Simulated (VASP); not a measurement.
# V (Im-3m) in VASP: a series of runs

The runs below take V through single point, with PBE.

All numbers are computed with VASP 6.6.1; they aren't measurements. Logs are shortened: lines on timing, memory, paths and dates and some standing lists are left out, and cuts for length are marked.

## (1) The cell of the first run

Symmetry: Im-3m, No. 229, cubic system. The conventional cell has a = 2.998 Å, b = 2.998 Å, c = 2.998 Å, α = 90.00°, β = 90.00°, γ = 90.00°. Within 3.4 Å of V (site symmetry m-3m) lie 14 V at 2.60 to 3.00 Å.

## (2) Single point, PBE

Input file INCAR:

```
PREC     = Accurate       # precision mode
ENCUT    = 520            # plane-wave cutoff, eV
EDIFF    = 1E-6           # SCF threshold, eV
ISMEAR   = 0              # smearing method
SIGMA    = 0.01           # smearing width, eV
LREAL    = False          # projectors in reciprocal space
LASPH    = True           # aspherical terms in the spheres
NELM     = 60             # most SCF steps
ALGO     = Normal         # electronic algorithm
ISIF     = 2              # what is computed and relaxed
LWAVE    = False          # write WAVECAR
LCHARG   = False          # write CHGCAR
GGA      = PE             # functional
NBANDS   = 12             # bands
```

Input file KPOINTS:

```
regular mesh
0
Gamma
  15 15 15
```

Input file POSCAR:

```
V
1.0
   -1.4991761207      1.4991761207      1.4991761207
    1.4991761207     -1.4991761207      1.4991761207
    1.4991761207      1.4991761207     -1.4991761207
V
1
Direct
    0.0000000000      0.0000000000      0.0000000000
```

Potentials or basis: VASP PAW PBE potentials, release 64 (V_sv).

Run with:

```bash
$ cat potpaw_PBE.64/V_sv/POTCAR > POTCAR
$ mpirun -np 1 vasp_std > vasp.out
```

OUTCAR:

```text
PREC = Accurate
   ENCUT = 520
   EDIFF = 1E-6
   ISMEAR = 0
   LREAL = False
   LASPH = True
   NELM = 60
   ISIF = 2
   GGA = PE

 ion  position               nearest neighbor table
   1  0.000  0.000  0.000-

  LATTYP: Found a body centered cubic cell.
 ALAT       =     2.9983522414

  Lattice vectors:

 A1 = (  -1.4991761207,   1.4991761207,   1.4991761207)
 A2 = (   1.4991761207,  -1.4991761207,   1.4991761207)
 A3 = (   1.4991761207,   1.4991761207,  -1.4991761207)

Analysis of symmetry for initial positions (statically):
=====================================================================
 Subroutine PRICEL returns:
 Original cell was already a primitive cell.

 Routine SETGRP: Setting up the symmetry group for a
 body centered cubic supercell.

 Subroutine GETGRP returns: Found 48 space group operations
 (whereof 48 operations were pure point group operations)
 out of a pool of 48 trial point group operations.

The static configuration has the point symmetry O_h .

Analysis of symmetry for dynamics (positions and initial velocities):
=====================================================================
 Subroutine PRICEL returns:
 Original cell was already a primitive cell.

 Routine SETGRP: Setting up the symmetry group for a
 body centered cubic supercell.

 Subroutine GETGRP returns: Found 48 space group operations
 (whereof 48 operations were pure point group operations)
 out of a pool of 48 trial point group operations.

The dynamic configuration has the point symmetry O_h .

 Subroutine INISYM returns: Found 48 space group operations
 (whereof 48 operations are pure point group operations),
 and found     1 'primitive' translations

----------------------------------------------------------------------------------------

                                     Primitive cell

  volume of cell :      13.4778

  direct lattice vectors                    reciprocal lattice vectors
    -1.499176121  1.499176121  1.499176121     0.000000000  0.333516518  0.333516518
     1.499176121 -1.499176121  1.499176121     0.333516518  0.000000000  0.333516518
     1.499176121  1.499176121 -1.499176121     0.333516518  0.333516518  0.000000000

  length of vectors
     2.596649211  2.596649211  2.596649211     0.471663583  0.471663583  0.471663583

  position of ions in fractional coordinates (direct lattice)
     0.000000000  0.000000000  0.000000000

  ion indices of the primitive-cell ions
   primitive index   ion index
[... 74 lines left out ...]
   LREAL  =      F    real-space projection
   EDIFFG = 0.1E-04   stopping-criterion for IOM
   NSW    =      0    number of steps for IOM
   IBRION =     -1    ionic relax: 0-MD 1-quasi-New 2-CG
   NFREE  =      0    steps in history (QN), initial steepest desc. (CG)
   ISIF   =      2    stress and relaxation
   ISYM   =      2    0-nonsym 1-usesym 2-fastsym
   POTIM  = 0.5000    time-step for ionic-motion
   TEBEG  =    0.0;   TEEND  =   0.0 temperature during run
   PSTRESS=    0.0 pullay stress
   NELECT =      13.0000    total number of electrons
   NUPDOWN=      -1.0000    fix difference up-down
   EMIN   =  10.00;   EMAX   =-10.00  energy-range for DOS
   EFERMI =   0.00;   METHOD = LEGACY
   ISMEAR =     0;   SIGMA  =   0.01  broadening in eV -4-tet -1-fermi 0-gaus
   EFERMI_NEDOS =   21; number of points for ismear=-14 and -15
   IALGO  =     38    algorithm
   IMIX   =      4    mixing-type and parameters
     AMIX     =   0.40;   BMIX     =  1.00
     AMIX_MAG =   1.60;   BMIX_MAG =  1.00
  volume/ion in A,a.u.               =      13.48        90.95
  Fermi-wavevector in a.u.,A,eV,Ry     =   1.617521  3.056672 35.597938  2.616375
  Thomas-Fermi vector in A             =   2.711933
   LORBIT       =      0    0 simple, 1 ext, 2 COOP (PROOUT), +10 PAW based schemes
   GGA     = PE    functional components
   LHFCALC =     F    Hartree Fock is set to
   AEXX    =    0.0000 exact exchange contribution
   IVDW    =     0    specifies the selected vdW correction
   LEPSILON=     F    determine dielectric tensor
   LRPA    =     F    only Hartree local field effects (RPA)
 non-spin polarized calculation
 Gauss-broadening in eV      SIGMA  =   0.01
  energy-cutoff  :      520.00
  volume of cell :       13.48
 maximum number of plane-waves:       374
   NGX =  9   NGY =  9   NGZ =  9

 number of electron      12.9999990 magnetization

 Free energy of the ion-electron system (eV)
  ---------------------------------------------------
  ext. energy  EPLUGINS =         0.00000000
  ---------------------------------------------------
  free energy    TOTEN  =        -8.99498928 eV

  energy without entropy =       -8.99490013  energy(sigma->0) =       -8.99494471

 E-fermi :   9.6800     XC(G=0): -12.9010

 val. band max:        9.6667889720   @ k =  -0.2000   0.2667   0.0667
 cond. band min:       9.6830087812   @ k =   0.1333   0.0667   0.0000
 fundamental gap:      0.0162198092
 Fermi energy:         9.6799650618

 k-point     1 :       0.0000    0.0000    0.0000
  band No.  band energies     occupation
      1     -54.0191      2.00000
      2     -27.3209      2.00000
      3     -27.3209      2.00000
      4     -27.3209      2.00000
      5       3.1144      2.00000
      6      10.1127      0.00000
      7      10.1127      0.00000
      8      10.1127      0.00000
      9      12.1204      0.00000
     10      12.1204      0.00000
     11      30.1817      0.00000
     12      30.1817      0.00000
[... 331 lines left out ...]
 k-point    24 :       0.4000    0.2000    0.0000
  band No.  band energies     occupation
      1     -53.8066      2.00000
      2     -28.1065      2.00000
      3     -27.7293      2.00000
      4     -27.4103      2.00000
      5       7.3941      2.00000
      6       8.6323      2.00000
      7       9.6190      2.00000
      8      12.0668      0.00000
      9      12.6962      0.00000
     10      16.0833      0.00000
     11      19.7292      0.00000
     12      23.0793      0.00000

 [... further k-points ...]
[... 5 lines left out ...]
  --------------------------------------------------------------------------------------
  -------------------------------------------------------------------------------------
  Total       -0.0292155     -0.0292155     -0.0292155     -0.0000000      0.0000000     -0.0000000
  in kB       -3.4730114     -3.4730114     -3.4730114     -0.0000000      0.0000000     -0.0000000
  external PRESSURE =      -3.4730114 kB  Pullay stress =       0.0000000 kB

 VOLUME and BASIS-vectors are now :
 -----------------------------------------------------------------------------
  energy-cutoff  :      520.00
  volume of cell :       13.48
      direct lattice vectors                 reciprocal lattice vectors
    -1.499176121  1.499176121  1.499176121     0.000000000  0.333516518  0.333516518
     1.499176121 -1.499176121  1.499176121     0.333516518  0.000000000  0.333516518
     1.499176121  1.499176121 -1.499176121     0.333516518  0.333516518  0.000000000

 POSITION                                       TOTAL-FORCE (eV/Angst)
 -----------------------------------------------------------------------------------
      0.00000      0.00000      0.00000         0.000000      0.000000      0.000000
 -----------------------------------------------------------------------------------
    total drift:                                0.000000      0.000000      0.000000

  FREE ENERGIE OF THE ION-ELECTRON SYSTEM (eV)
  ---------------------------------------------------
  free  energy   TOTEN  =        -8.9949892781 eV

  energy  without entropy=       -8.9949001328  energy(sigma->0) =       -8.99494471
```

It took 16 s on 1 thread of Intel Xeon 8259CL, shared host; peak memory 0.13 GiB.

What came out:

| Item | Value |
| --- | --- |
| Free energy | -8.9950 eV |
| Pressure | -0.3 GPa |

## (3) Single point, PBE

Input file INCAR:

```
SYSTEM = V
PREC = Accurate ; ENCUT = 520
EDIFF = 1E-7 ; ISMEAR = 0
SIGMA = 0.03 ; LREAL = .FALSE.
LASPH = .TRUE. ; NELM = 80
ALGO = Normal ; ISIF = 2
LWAVE = .FALSE. ; LCHARG = .TRUE.
GGA = PE ; LELF = .TRUE.
LVHAR = .TRUE. ; NBANDS = 12
```

Input file KPOINTS:

```
Automatic mesh
0
G
  15 15 15
  0 0 0
```

POSCAR is that of step 2.

Potentials or basis: VASP PAW PBE potentials, release 64 (V_sv).

Run with:

```bash
$ cat potpaw_PBE.64/V_sv/POTCAR > POTCAR
$ mpirun -np 1 vasp_std > vasp.out
```

OUTCAR:

```text
SYSTEM = V
   PREC = Accurate
   ENCUT = 520
   EDIFF = 1E-7
   ISMEAR = 0
   LREAL = .FALSE.
   LASPH = .TRUE.
   NELM = 80
   ISIF = 2
   GGA = PE

 ion  position               nearest neighbor table
   1  0.000  0.000  0.000-

  LATTYP: Found a body centered cubic cell.
 ALAT       =     2.9983522414

  Lattice vectors:

[... 529 lines left out ...]
  band No.  band energies     occupation
      1     -53.8040      2.00000
      2     -28.1041      2.00000
      3     -27.7269      2.00000
      4     -27.4078      2.00000
      5       7.3951      2.00000
      6       8.6337      2.00000
      7       9.6199      1.99804
      8      12.0688      0.00000
      9      12.6982      0.00000
     10      16.0848      0.00000
     11      19.7305      0.00000
     12      23.0799      0.00000

 [... further k-points ...]
[... 5 lines left out ...]
  --------------------------------------------------------------------------------------
  -------------------------------------------------------------------------------------
  Total       -0.0318822     -0.0318822     -0.0318822     -0.0000000     -0.0000000     -0.0000000
  in kB       -3.7900157     -3.7900157     -3.7900157     -0.0000000     -0.0000000     -0.0000000
  external PRESSURE =      -3.7900157 kB  Pullay stress =       0.0000000 kB

 VOLUME and BASIS-vectors are now :
 -----------------------------------------------------------------------------
  energy-cutoff  :      520.00
  volume of cell :       13.48
      direct lattice vectors                 reciprocal lattice vectors
    -1.499176121  1.499176121  1.499176121     0.000000000  0.333516518  0.333516518
     1.499176121 -1.499176121  1.499176121     0.333516518  0.000000000  0.333516518
     1.499176121  1.499176121 -1.499176121     0.333516518  0.333516518  0.000000000

 POSITION                                       TOTAL-FORCE (eV/Angst)
 -----------------------------------------------------------------------------------
      0.00000      0.00000      0.00000        -0.000000      0.000000      0.000000
 -----------------------------------------------------------------------------------
    total drift:                                0.000000     -0.000000      0.000000

  FREE ENERGIE OF THE ION-ELECTRON SYSTEM (eV)
  ---------------------------------------------------
  free  energy   TOTEN  =        -8.9953094324 eV

  energy  without entropy=       -8.9946577444  energy(sigma->0) =       -8.99498359
```

OSZICAR:

```text
N       E                     dE             d eps       ncg     rms          rms(c)
DAV:   1     0.932007068117E+02    0.93201E+02   -0.71295E+03  2888   0.119E+03
DAV:   2    -0.905020575363E+01   -0.10225E+03   -0.99188E+02  2936   0.334E+02
DAV:   3    -0.103785924406E+02   -0.13284E+01   -0.13254E+01  3188   0.443E+01
DAV:   4    -0.103853268551E+02   -0.67344E-02   -0.67343E-02  3088   0.336E+00
DAV:   5    -0.103854071979E+02   -0.80343E-04   -0.80343E-04  3136   0.347E-01    0.183E+01
DAV:   6    -0.901919230273E+01    0.13662E+01   -0.31577E+00  2996   0.296E+01    0.158E+00
DAV:   7    -0.900348372096E+01    0.15709E-01   -0.29163E-02  2972   0.224E+00    0.105E+00
DAV:   8    -0.899525943265E+01    0.82243E-02   -0.42559E-03  3132   0.984E-01    0.752E-02
DAV:   9    -0.899530493164E+01   -0.45499E-04   -0.14433E-04  2936   0.167E-01    0.235E-02
DAV:  10    -0.899530751601E+01   -0.25844E-05   -0.70885E-06  3060   0.293E-02    0.259E-03
DAV:  11    -0.899530915141E+01   -0.16354E-05   -0.14880E-07  2176   0.634E-03    0.517E-04
DAV:  12    -0.899530933537E+01   -0.18396E-06   -0.14812E-08  1516   0.194E-03    0.107E-04
DAV:  13    -0.899530943244E+01   -0.97072E-07   -0.24676E-09  1480   0.796E-04
   1 F= -.89953094E+01 E0= -.89949836E+01  d E =-.651688E-03
```

Wall time 22 s (1 thread of Intel Xeon 8259CL, shared host); peak memory 0.13 GiB.

Results:

* Free energy: -8.9953 eV
* Pressure: -0.4 GPa

Levels at points of the mesh, in eV from the Fermi level:
| k point | band 2 | band 3 | band 4 | band 5 | band 6 | band 7 | band 8 | band 9 | band 10 | band 11 |
| --- | --- | --- | --- | --- | --- | --- | --- | --- | --- | --- |
| (0.00, 0.00, 0.00) | -37.00 | -37.00 | -37.00 | -6.57 | 0.43 | 0.43 | 0.43 | 2.44 | 2.44 | 20.50 |

(Continued in part 2 of 2.)
